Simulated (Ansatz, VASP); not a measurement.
# SiGeW3 in VASP and in Ansatz

INCAR

```
SYSTEM = SiGeW3
PREC     = Accurate       ! precision mode
ENCUT    = 600            ! plane-wave cutoff, eV
EDIFF    = 1E-6           ! SCF threshold, eV
ISMEAR   = 0              ! smearing method
SIGMA    = 0.1            ! smearing width, eV
LREAL    = .False.        ! projectors in reciprocal space
LASPH    = .True.         ! aspherical terms in the spheres
NELM     = 80             ! most SCF steps
ALGO     = Fast           ! electronic algorithm
ISIF     = 3              ! what is computed and relaxed
LWAVE    = .False.        ! write WAVECAR
LCHARG   = .False.        ! write CHGCAR
GGA      = PE             ! functional
IBRION   = 2              ! ionic algorithm
NSW      = 100            ! ionic steps
EDIFFG   = -0.01          ! ionic threshold
```

KPOINTS

```
Automatic mesh
0
Gamma
  12 12 6
  0 0 0
```

The input POSCAR:

```
SiGeW3
1.0
    3.3516977182      0.0000000000      0.0000000000
    0.0000000000      3.3516977182      0.0000000000
    0.0000000000      0.0000000000      7.5759421705
Si Ge W
1 1 3
Direct
    0.5000000000      0.5000000000      0.0000000000
    0.0000000000      0.0000000000      0.5000000000
    0.0000000000      0.0000000000      0.8327733924
    0.0000000000      0.0000000000      0.1672266076
    0.5000000000      0.5000000000      0.5000000000
```

Input for Ansatz:

```yaml
crystal:
  lattice:
    - [3.3516977182, 0.0, 0.0]
    - [0.0, 3.3516977182, 0.0]
    - [0.0, 0.0, 7.5759421705]
  atoms:
    - { symbol: Si, position: [0.5, 0.5, 0.0] }
    - { symbol: Ge, position: [0.0, 0.0, 0.5] }
    - { symbol: W, position: [0.0, 0.0, 0.8327733924] }
    - { symbol: W, position: [0.0, 0.0, 0.1672266076] }
    - { symbol: W, position: [0.5, 0.5, 0.5] }
basis:
  ecutwfc: 420
kpoints:
  mp_grid: { grid: [12, 12, 6] }
hamiltonian:
  xc: pbe
scf:
  occupations: { method: gaussian, width: 0.1 }
output:
  forces: true
  stress: true
  eigenvalues: true
relax:
  adjacent_minimum: "off"
  f_tol: 0.01
  max_steps: 80
  cell: { stress_tol: 0.05 }
```

Alike in both runs: task relaxation of cell and atoms; functional PBE; k mesh 12 × 12 × 6; occupations gaussian, width 0.1 eV; no spin polarisation.

```csv
,VASP,Ansatz
version,VASP 6.6.1,Ansatz 0.2.0
potentials or method,"VASP PAW PBE potentials, release 64 (Si, Ge_d, W_sv), cutoff 600 eV","scalar-relativistic, plane waves, PAW"
valence electrons in the cell,60,60
```

|  | VASP | Ansatz | Ansatz less VASP |
| --- | --- | --- | --- |
| gap on the k mesh at the Fermi level, each at its own relaxed structure (eV) | none | none | - |
| relaxed volume (Å³/atom) | 17.10 | 17.07 | -0.033 |
| relaxed length of the cell vector where the two differ most in proportion (Å) | 7.617 | 7.610 | -0.0073 |

A gap of «none» marks a metal or a gap that the smearing closes.

Spin-orbit coupling is off throughout.
